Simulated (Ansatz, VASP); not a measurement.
## One calculation of Sc2GaS, two programs

```
CELL_PARAMETERS angstrom
3.58111 0.00000 0.00000
0.00000 3.58111 0.00000
0.00000 0.00000 7.69966
ATOMIC_POSITIONS crystal
Sc 0.50000 0.00000 0.22708
Sc 0.00000 0.50000 0.77292
Ga 0.00000 0.00000 0.50000
S 0.50000 0.50000 0.00000
```

Change from the starting cell: species swapped into the ZnCdS2 type (P-4m2, No. 115).

Alike in both runs: functional PBE; k mesh 12 × 12 × 8; occupations gaussian, width 0.1 eV; no spin polarisation.

Ansatz relaxed the structure, and its values are those at the end. VASP's run is a single point on that final structure, the one shown.

|  | VASP | Ansatz |
| --- | --- | --- |
| version | VASP 6.6.1 | Ansatz 0.2.0 |
| potentials or method | VASP PAW PBE potentials, release 64 (Sc_sv, Ga_d, S), cutoff 520 eV | scalar-relativistic, plane waves, PAW |
| valence electrons in the cell | 41 | 41 |

|  | VASP | Ansatz | Ansatz less VASP |
| --- | --- | --- | --- |
| gap on the k mesh at the Fermi level (eV) | none | none | - |
| pressure (GPa) | 0.1 | 0.0 | -0.12 |
| rms of the force components (eV/Å) | 0.008 | 0.001 | -0.0067 |

A gap of «none» marks a metal or a gap that the smearing closes. With one functional, cell and mesh, what is left measures potentials, basis and numerics.
